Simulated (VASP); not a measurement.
A run of VASP 6.6.1 is set up as follows.

The input INCAR:

```
SYSTEM = Ta
ALGO = Normal ; EDIFF = 1E-7
ENCUT = 520 ; GGA = PS
ISIF = 2 ; ISMEAR = 0
LASPH = .TRUE. ; LCHARG = .FALSE.
LREAL = .FALSE. ; LWAVE = .FALSE.
NBANDS = 12 ; NELM = 100
PREC = Accurate ; SIGMA = 0.01
```

The input KPOINTS:

```
k-points
0
G
  9 9 9
  0 0 0
```

POSCAR

```
Ta
1.0
   -1.6512800000      1.6512800000      1.6512800000
    1.6512800000     -1.6512800000      1.6512800000
    1.6512800000      1.6512800000     -1.6512800000
Ta
1
Direct
    0.0000000000      0.0000000000      0.0000000000
```

Potentials or basis: VASP PAW PBE potentials, release 64 (Ta_pv).

Command:

```console
$ cat potpaw_PBE.64/Ta_pv/POTCAR > POTCAR
$ mpirun -np 1 vasp_std > vasp.out
```

**Question.** What does it give for the pressure?

**Answer.** -3.7 GPa.

Caveat: the PAW data sets were made with another functional, which shifts forces and pressure a little.
